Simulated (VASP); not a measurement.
Set up this calculation in VASP 6.6.1, as the native input.

```
Task                   : single point
Functional             : PBEsol
Dispersion             : D3(BJ)
Potentials or basis    : VASP PAW PBE potentials, release 64 (Bi_d)
Cutoff                 : 520 eV
k mesh                 : 16 × 16 × 16
Occupations            : gaussian, width 0.15 eV
Spin                   : no spin polarisation
Dipole correction      : no
Further INCAR settings : ALGO = Fast; EDIFF = 1e-06; NBANDS = 14
```

The structure of Bi lies in POSCAR:

```
Bi
1.0
   -1.6641462189      2.0489199112      2.0585392535
    1.6641462189     -2.0489199112      2.0585392535
    1.6641462189      2.0489199112     -2.0585392535
Bi
1
Direct
    0.0000000000      0.0000000000      0.0000000000
```

This cell differs from its parent crystal: strain +e along x and -e along y -0.1000, strain +e along z and -e/2 along x and y +0.0700.

One way to write it, as run:

INCAR

```
ALGO     = Fast           # electronic algorithm
EDIFF    = 1E-6           # SCF threshold, eV
ENCUT    = 520            # plane-wave cutoff, eV
GGA      = PS             # functional
ISIF     = 2              # what is computed and relaxed
ISMEAR   = 0              # smearing method
IVDW     = 12             # dispersion correction
LASPH    = T              # aspherical terms in the spheres
LCHARG   = F              # write CHGCAR
LREAL    = F              # projectors in reciprocal space
LWAVE    = F              # write WAVECAR
NBANDS   = 14             # bands
NELM     = 100            # most SCF steps
PREC     = Accurate       # precision mode
SIGMA    = 0.15           # smearing width, eV
```

KPOINTS

```
k-points
0
Gamma
  16 16 16
```

Potentials or basis: VASP PAW PBE potentials, release 64 (Bi_d).

The run is started by

```console
$ cat potpaw_PBE.64/Bi_d/POTCAR > POTCAR
$ mpirun -np 1 vasp_std > vasp.out
```

Results of the run:

The pressure is 2.3 GPa, the band gap on the k mesh is zero (an odd number of electrons rules out a gap without spin polarisation) and the dispersion energy per atom is -0.583 eV.

Caveat: the cell differs from its parent crystal (strain +e along x and -e along y -0.1000, strain +e along z and -e/2 along x and y +0.0700); the PAW data sets were made with another functional, which shifts forces and pressure a little; spin-orbit coupling is left out, which moves the levels of the heavy elements.

Wall time 6.3 min on 1 thread of Intel Xeon 8259CL, on a shared host, peak memory 0.34 GiB.
